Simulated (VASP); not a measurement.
# SiC (F-43m) in VASP: settings compared, part 2 of 2

VASP 6.6.1. Earlier steps stand in the parts before.

## Step 4: Single point, LDA

INCAR

```
PREC = Accurate
ENCUT = 520
EDIFF = 1E-6
ISMEAR = 0
SIGMA = 0.02
LREAL = F
LASPH = T
NELM = 100
ALGO = Normal
ISIF = 2
LWAVE = F
LCHARG = T
GGA = CA
LELF = T
LVHAR = T
NBANDS = 11
```

KPOINTS

```
Automatic mesh
0
Gamma
  10 10 10
```

POSCAR

```
SiC
1.0
    0.0000000000      2.1898675894      2.1898675894
    2.1898675894      0.0000000000      2.1898675894
    2.1898675894      2.1898675894      0.0000000000
Si C
1 1
Direct
    0.0000000000      0.0000000000      0.0000000000
    0.2500000000      0.2500000000      0.2500000000
```

Potentials or basis: VASP PAW LDA potentials, release 64 (Si, C).

Command:

```console
$ cat potpaw_LDA.64/Si/POTCAR potpaw_LDA.64/C/POTCAR > POTCAR
$ mpirun -np 1 vasp_std > vasp.out
```

OUTCAR:

```text
PREC = Accurate
   ENCUT = 520
   EDIFF = 1E-6
   ISMEAR = 0
   LREAL = F
   LASPH = T
   NELM = 100
   ISIF = 2
   GGA = CA

 ion  position               nearest neighbor table
   1  0.000  0.000  0.000-   2 1.90   2 1.90   2 1.90   2 1.90
   2  0.250  0.250  0.250-   1 1.90   1 1.90   1 1.90   1 1.90

  LATTYP: Found a face centered cubic cell.
 ALAT       =     4.3797351788

  Lattice vectors:

 A1 = (   0.0000000000,   2.1898675894,   2.1898675894)
 A2 = (   2.1898675894,   0.0000000000,   2.1898675894)
 A3 = (   2.1898675894,   2.1898675894,   0.0000000000)
[... 511 lines left out ...]
      6      13.3320      0.00000
      7      19.2174      0.00000
      8      19.5305      0.00000
      9      21.3029      0.00000
     10      25.7208      0.00000
     11      28.7720      0.00000

 [... further k-points ...]
[... 5 lines left out ...]
  --------------------------------------------------------------------------------------
  -------------------------------------------------------------------------------------
  Total       -0.9310143     -0.9310143     -0.9310143      0.0000000      0.0000000      0.0000000
  in kB      -71.0204428    -71.0204428    -71.0204428      0.0000000      0.0000000      0.0000000
  external PRESSURE =     -71.0204428 kB  Pullay stress =       0.0000000 kB

 VOLUME and BASIS-vectors are now :
 -----------------------------------------------------------------------------
  energy-cutoff  :      520.00
  volume of cell :       21.00
      direct lattice vectors                 reciprocal lattice vectors
     0.000000000  2.189867589  2.189867589    -0.228324307  0.228324307  0.228324307
     2.189867589  0.000000000  2.189867589     0.228324307 -0.228324307  0.228324307
     2.189867589  2.189867589  0.000000000     0.228324307  0.228324307 -0.228324307

 POSITION                                       TOTAL-FORCE (eV/Angst)
 -----------------------------------------------------------------------------------
      0.00000      0.00000      0.00000         0.000000      0.000000      0.000000
      1.09493      1.09493      1.09493        -0.000000     -0.000000     -0.000000
 -----------------------------------------------------------------------------------
    total drift:                                0.000000      0.000000      0.000000

  FREE ENERGIE OF THE ION-ELECTRON SYSTEM (eV)
  ---------------------------------------------------
  free  energy   TOTEN  =       -16.6271987609 eV

  energy  without entropy=      -16.6271987609  energy(sigma->0) =      -16.62719876
```

OSZICAR:

```text
N       E                     dE             d eps       ncg     rms          rms(c)
DAV:   1     0.158418246084E+01    0.15842E+01   -0.38252E+03  1058   0.604E+02
DAV:   2    -0.180302069118E+02   -0.19614E+02   -0.18628E+02  1313   0.109E+02
DAV:   3    -0.186142243598E+02   -0.58402E+00   -0.58309E+00  1270   0.159E+01
DAV:   4    -0.186166270683E+02   -0.24027E-02   -0.24026E-02  1188   0.129E+00
DAV:   5    -0.186166393550E+02   -0.12287E-04   -0.12287E-04  1279   0.843E-02    0.890E+00
DAV:   6    -0.167115850951E+02    0.19051E+01   -0.71828E+00  1157   0.118E+01    0.391E+00
DAV:   7    -0.166482042830E+02    0.63381E-01   -0.36529E-01  1223   0.351E+00    0.176E+00
DAV:   8    -0.166276371716E+02    0.20567E-01   -0.26291E-02  1199   0.973E-01    0.180E-01
DAV:   9    -0.166271825824E+02    0.45459E-03   -0.21294E-03  1272   0.245E-01    0.973E-02
DAV:  10    -0.166271986816E+02   -0.16099E-04   -0.13953E-04  1169   0.727E-02    0.323E-02
DAV:  11    -0.166271987609E+02   -0.79336E-07   -0.57447E-06  1250   0.138E-02
   1 F= -.16627199E+02 E0= -.16627199E+02  d E =-.455790E-15
```

stdout:

```text
POSCAR found type information on POSCAR SiC
 POSCAR found :  2 types and       2 ions
 scaLAPACK will be used
 LDA part: xc-table for (Slater(with rela. corr.)+CA(PZ))
 , standard interpolation
 POSCAR, INCAR and KPOINTS ok, starting setup
 FFT: planning ... GRIDC
 FFT: planning ... GRID_SOFT
 FFT: planning ... GRID
 WAVECAR not read
 entering main loop
```

Run time: 5.9 s. Hardware: 1 thread of Intel Xeon Platinum 8375C at 2.90GHz (Ice Lake), shared host; peak memory 0.12 GiB.

Results:

```yaml
Free_energy: -16.6272 eV
Pressure: -7.1 GPa
Band_gap_on_the_k_mesh: 1.32 eV, indirect (least direct gap 4.48 eV)
```

Levels at points of the mesh, in eV from the valence-band top:
| k point | band 1 | band 2 | band 3 | band 4 | band 5 | band 6 | band 7 | band 8 |
| --- | --- | --- | --- | --- | --- | --- | --- | --- |
| (0.00, 0.00, 0.00) | -15.20 | 0.00 | 0.00 | 0.00 | 6.12 | 7.09 | 7.09 | 7.09 |
| (0.50, 0.00, 0.00) | -11.64 | -8.47 | -1.05 | -1.05 | 5.26 | 7.07 | 7.07 | 9.83 |
| (0.50, 0.50, 0.00) | -10.17 | -7.77 | -3.16 | -3.16 | 1.32 | 4.14 | 13.66 | 13.66 |

A k mesh can miss the band edges.

## Step 5: Single point, r2SCAN

POSCAR is that of step 4.

INCAR.step1

```
SYSTEM = SiC
PREC = Accurate
ENCUT = 520
ISMEAR = 0
SIGMA = 0.02
LREAL = .FALSE.
LASPH = .TRUE.
NELM = 100
NBANDS = 11
GGA = PE
ALGO = Normal
EDIFF = 1E-4
LWAVE = .TRUE.
LCHARG = .FALSE.
```

INCAR.step2

```
SYSTEM = SiC
PREC = Accurate
ENCUT = 520
EDIFF = 1E-6
ISMEAR = 0
SIGMA = 0.02
LREAL = .FALSE.
LASPH = .TRUE.
NELM = 100
ALGO = Normal
ISIF = 2
LWAVE = .FALSE.
LCHARG = .TRUE.
METAGGA = R2SCAN
LMIXTAU = .TRUE.
LELF = .TRUE.
LVHAR = .TRUE.
NBANDS = 11
ISTART = 1
```

KPOINTS

```
Automatic mesh
0
G
  10 10 10
  0 0 0
```

Potentials or basis: VASP PAW PBE potentials, release 64 (Si, C).

Command:

```console
$ cat potpaw_PBE.64/Si/POTCAR potpaw_PBE.64/C/POTCAR > POTCAR
$ cp INCAR.step1 INCAR
$ mpirun -np 1 vasp_std > vasp.out
$ cp INCAR.step2 INCAR
$ mpirun -np 1 vasp_std > vasp.out
```

Wall time 20 s (1 thread of Intel Xeon Platinum 8375C at 2.90GHz (Ice Lake), shared host); peak memory 0.14 GiB.

Results (log left out):

| Property | Result |
| --- | --- |
| Free energy | -19.3230 eV |
| Pressure | -3.7 GPa |
| Band gap on the k mesh | 1.73 eV, indirect (least direct gap 5.04 eV) |

Levels at points of the mesh, in eV from the valence-band top:
| k point | band 2 | band 3 | band 4 | band 5 | band 6 | band 7 |
| --- | --- | --- | --- | --- | --- | --- |
| (0.00, 0.00, 0.00) | 0.00 | 0.00 | 0.00 | 6.65 | 7.74 | 7.74 |
| (0.50, 0.00, 0.00) | -8.74 | -1.10 | -1.10 | 5.85 | 7.69 | 7.69 |
| (0.50, 0.50, 0.00) | -8.00 | -3.30 | -3.30 | 1.73 | 4.76 | 14.94 |

Caveat: the PAW data sets were made with another functional, which shifts forces and pressure a little. A k mesh can miss the band edges.

## Step 6: Single point, PBE (volume scaled by 0.91)

INCAR

```
ALGO = Normal
EDIFF = 1E-7
ENCUT = 520
GGA = PE
ISIF = 2
ISMEAR = 0
LASPH = T
LCHARG = T
LELF = T
LREAL = F
LVHAR = T
LWAVE = F
NBANDS = 11
NELM = 80
PREC = Accurate
SIGMA = 0.02
```

KPOINTS

```
k-points
0
Gamma
  10 10 10
```

POSCAR

```
SiC
1.0
    0.0000000000      2.1220958043      2.1220958043
    2.1220958043      0.0000000000      2.1220958043
    2.1220958043      2.1220958043      0.0000000000
Si C
1 1
Direct
    0.0000000000      0.0000000000      0.0000000000
    0.2500000000      0.2500000000      0.2500000000
```

Potentials or basis: VASP PAW PBE potentials, release 64 (Si, C).

Command:

```console
$ cat potpaw_PBE.64/Si/POTCAR potpaw_PBE.64/C/POTCAR > POTCAR
$ mpirun -np 1 vasp_std > vasp.out
```

OUTCAR:

```text
EDIFF = 1E-7
   ENCUT = 520
   GGA = PE
   ISIF = 2
   ISMEAR = 0
   LASPH = T
   LREAL = F
   NELM = 80
   PREC = Accurate

 ion  position               nearest neighbor table
   1  0.000  0.000  0.000-   2 1.84   2 1.84   2 1.84   2 1.84
   2  0.250  0.250  0.250-   1 1.84   1 1.84   1 1.84   1 1.84

  LATTYP: Found a face centered cubic cell.
 ALAT       =     4.2441916086

  Lattice vectors:

 A1 = (   0.0000000000,   2.1220958043,   2.1220958043)
 A2 = (   2.1220958043,   0.0000000000,   2.1220958043)
 A3 = (   2.1220958043,   2.1220958043,   0.0000000000)

Analysis of symmetry for initial positions (statically):
=====================================================================
 Subroutine PRICEL returns:
 Original cell was already a primitive cell.

 Routine SETGRP: Setting up the symmetry group for a
 face centered cubic supercell.

 Subroutine GETGRP returns: Found 24 space group operations
 (whereof 24 operations were pure point group operations)
 out of a pool of 48 trial point group operations.

The static configuration has the point symmetry T_d .

Analysis of symmetry for dynamics (positions and initial velocities):
=====================================================================
 Subroutine PRICEL returns:
 Original cell was already a primitive cell.

 Routine SETGRP: Setting up the symmetry group for a
 face centered cubic supercell.

 Subroutine GETGRP returns: Found 24 space group operations
 (whereof 24 operations were pure point group operations)
 out of a pool of 48 trial point group operations.

The dynamic configuration has the point symmetry T_d .

 Subroutine INISYM returns: Found 24 space group operations
 (whereof 24 operations are pure point group operations),
 and found     1 'primitive' translations

----------------------------------------------------------------------------------------

                                     Primitive cell

[... 112 lines left out ...]
  Fermi-wavevector in a.u.,A,eV,Ry     =   1.224606  2.314170 20.404123  1.499661
  Thomas-Fermi vector in A             =   2.359675
   LORBIT       =      0    0 simple, 1 ext, 2 COOP (PROOUT), +10 PAW based schemes
   GGA     = PE    functional components
   LHFCALC =     F    Hartree Fock is set to
   AEXX    =    0.0000 exact exchange contribution
   IVDW    =     0    specifies the selected vdW correction
   LEPSILON=     F    determine dielectric tensor
   LRPA    =     F    only Hartree local field effects (RPA)
 non-spin polarized calculation
 Gauss-broadening in eV      SIGMA  =   0.02
  energy-cutoff  :      520.00
  volume of cell :       19.11
 maximum number of plane-waves:       532
 NGX is ok and might be reduce to    24
   NGX = 11   NGY = 11   NGZ = 11

 number of electron       7.9999999 magnetization

 Free energy of the ion-electron system (eV)
  ---------------------------------------------------
  ext. energy  EPLUGINS =         0.00000000
  ---------------------------------------------------
  free energy    TOTEN  =       -14.92953643 eV

  energy without entropy =      -14.92953643  energy(sigma->0) =      -14.92953643

 E-fermi :   9.2004     XC(G=0): -11.7063

 val. band max:        9.0224679875   @ k =   0.0000   0.0000   0.0000
 cond. band min:      10.3011286876   @ k =   0.5000   0.5000   0.0000
 fundamental gap:      1.2786607001
 Fermi energy:         9.2003525684

 k-point     1 :       0.0000    0.0000    0.0000
  band No.  band energies     occupation
      1      -7.0175      2.00000
      2       9.0225      2.00000
      3       9.0225      2.00000
      4       9.0225      2.00000
      5      16.1947      0.00000
      6      16.9050      0.00000
      7      16.9050      0.00000
      8      16.9050      0.00000
      9      24.0058      0.00000
     10      24.0058      0.00000
     11      26.7676      0.00000
[... 309 lines left out ...]
 k-point    24 :       0.4000    0.3000    0.0000
  band No.  band energies     occupation
      1      -3.6616      2.00000
      2       3.3492      2.00000
      3       5.7141      2.00000
      4       6.2752      2.00000
      5      11.9486      0.00000
      6      14.9846      0.00000
      7      21.5274      0.00000
      8      21.7252      0.00000
      9      23.7636      0.00000
     10      27.8558      0.00000
     11      31.5003      0.00000

 [... further k-points ...]
[... 5 lines left out ...]
  --------------------------------------------------------------------------------------
  -------------------------------------------------------------------------------------
  Total        2.8608560      2.8608560      2.8608560     -0.0000000      0.0000000      0.0000000
  in kB      239.8179195    239.8179195    239.8179195     -0.0000000      0.0000000      0.0000000
  external PRESSURE =     239.8179195 kB  Pullay stress =       0.0000000 kB

 VOLUME and BASIS-vectors are now :
 -----------------------------------------------------------------------------
  energy-cutoff  :      520.00
  volume of cell :       19.11
      direct lattice vectors                 reciprocal lattice vectors
     0.000000000  2.122095804  2.122095804    -0.235616130  0.235616130  0.235616130
     2.122095804  0.000000000  2.122095804     0.235616130 -0.235616130  0.235616130
     2.122095804  2.122095804  0.000000000     0.235616130  0.235616130 -0.235616130

 POSITION                                       TOTAL-FORCE (eV/Angst)
 -----------------------------------------------------------------------------------
      0.00000      0.00000      0.00000        -0.000000     -0.000000     -0.000000
      1.06105      1.06105      1.06105         0.000000      0.000000      0.000000
 -----------------------------------------------------------------------------------
    total drift:                                0.000000      0.000000      0.000000

  FREE ENERGIE OF THE ION-ELECTRON SYSTEM (eV)
  ---------------------------------------------------
  free  energy   TOTEN  =       -14.9295364266 eV

  energy  without entropy=      -14.9295364266  energy(sigma->0) =      -14.92953643
```

Run time: 8.7 s. Hardware: 1 thread of Intel Xeon 6975P-C, shared host; peak memory 0.14 GiB.

What came out:

* Free energy: -14.9295 eV
* Pressure: 24.0 GPa
* Band gap on the k mesh: 1.28 eV, indirect (least direct gap 4.62 eV)

## Step 7: The runs side by side

```tsv
task	level	potentials or basis	cell	cutoff (eV)	gap on the mesh (eV)	pressure (GPa)
single point	PBE	VASP PAW PBE potentials, release 64 (Si, C)	a = 3.097 Å, angles 60.0°, 2 atoms	520	1.37	0.0
relaxation of cell and atoms	PBE	VASP PAW PBE potentials, release 64 (Si, C)	relaxed from a = 3.082 Å, angles 60.0°, 2 atoms	600	1.37	0.0
single point	LDA	VASP PAW LDA potentials, release 64 (Si, C)	a = 3.097 Å, angles 60.0°, 2 atoms	520	1.32	-7.1
single point	r2SCAN	VASP PAW PBE potentials, release 64 (Si, C)	a = 3.097 Å, angles 60.0°, 2 atoms	520	1.73	-3.7
single point	PBE	VASP PAW PBE potentials, release 64 (Si, C)	a = 3.001 Å, angles 60.0°, 2 atoms	520	1.28	24.0
```

Alike in all rows: no spin polarisation; k mesh 10 × 10 × 10; smearing gaussian 0.02 eV.

Caveats: the PAW data sets were made with another functional, which shifts forces and pressure a little (some runs).

Total energies depend on the potentials used, so only differences within one code and one set of settings carry meaning.

## Step 8: Against experiment

Step 2. Against the measured gap of SiC, 2.4 eV (indirect; quoted in “Insight into the structural, elastic and electronic properties of a new orthorhombic 6O-SiC polytype”, 2020, pmc:7200658), the calculated 1.37 eV is off by -1.03 eV. The value is that of PBE on a finite k mesh, which can miss the band edges, without temperature or zero-point motion. Semilocal functionals fall short of measured gaps as a rule.
